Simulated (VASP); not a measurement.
Set up this calculation in VASP 6.6.1, as the native input.

| Quantity | Value |
| --- | --- |
| Task | single point |
| Functional | PBEsol |
| Potentials or basis | VASP PAW PBE potentials, release 64 (N, Ti_sv) |
| Cutoff | 520 eV |
| k mesh | 12 × 12 × 1 |
| Occupations | gaussian, width 0.1 eV |
| Spin | no spin polarisation |
| Dipole correction | yes |
| Further INCAR settings | ALGO = Normal; EDIFF = 1e-06; NBANDS = 46 |

The structure of Ti4N5 lies in POSCAR:

```
Ti4N5
1.0
    2.9726300472      0.0000000000      0.0000000000
   -1.4863150236      2.5743731369      0.0000000000
    0.0000000000      0.0000000000     27.4949979446
N Ti
5 4
Direct
    0.3333333333      0.6666666667      0.3091471408
    0.0000000000      0.0000000000      0.3974229164
    0.6666666667      0.3333333333      0.4857767244
    0.3333333333      0.6666666667      0.5715182390
    0.0000000000      0.0000000000      0.6545743214
    0.6666666667      0.3333333333      0.3532850285
    0.3333333333      0.6666666667      0.4415608042
    0.0000000000      0.0000000000      0.5305252944
    0.6666666667      0.3333333333      0.6262298388
```

The input as run:

INCAR

```
SYSTEM = Ti4N5
PREC     = Accurate       ! precision mode
ENCUT    = 520            ! plane-wave cutoff, eV
EDIFF    = 1E-6           ! SCF threshold, eV
ISMEAR   = 0              ! smearing method
SIGMA    = 0.1            ! smearing width, eV
LREAL    = .FALSE.        ! projectors in reciprocal space
LASPH    = .TRUE.         ! aspherical terms in the spheres
NELM     = 100            ! most SCF steps
ALGO     = Normal         ! electronic algorithm
ISIF     = 2              ! what is computed and relaxed
LWAVE    = .FALSE.        ! write WAVECAR
LCHARG   = .FALSE.        ! write CHGCAR
LDIPOL   = .TRUE.       
IDIPOL   = 3            
DIPOL    = 0.5 0.5 0.486
GGA      = PS             ! functional
NBANDS   = 46             ! bands
```

KPOINTS

```
Automatic mesh
0
G
  12 12 1
  0 0 0
```

Potentials or basis: VASP PAW PBE potentials, release 64 (N, Ti_sv).

Run with:

```bash
$ cat potpaw_PBE.64/N/POTCAR potpaw_PBE.64/Ti_sv/POTCAR > POTCAR
$ mpirun -np 1 vasp_std > vasp.out
```

It gave:

```
Largest force          : 5.659 eV/Å
Band gap on the k mesh : zero (an odd number of electrons rules out a gap without spin polarisation)
```

Caveat: the PAW data sets were made with another functional, which shifts forces and pressure a little.

It took 3.6 min on 1 thread of Intel(R) Xeon(R) 6975P-C (Granite Rapids) (shared host), peak memory 0.41 GiB.
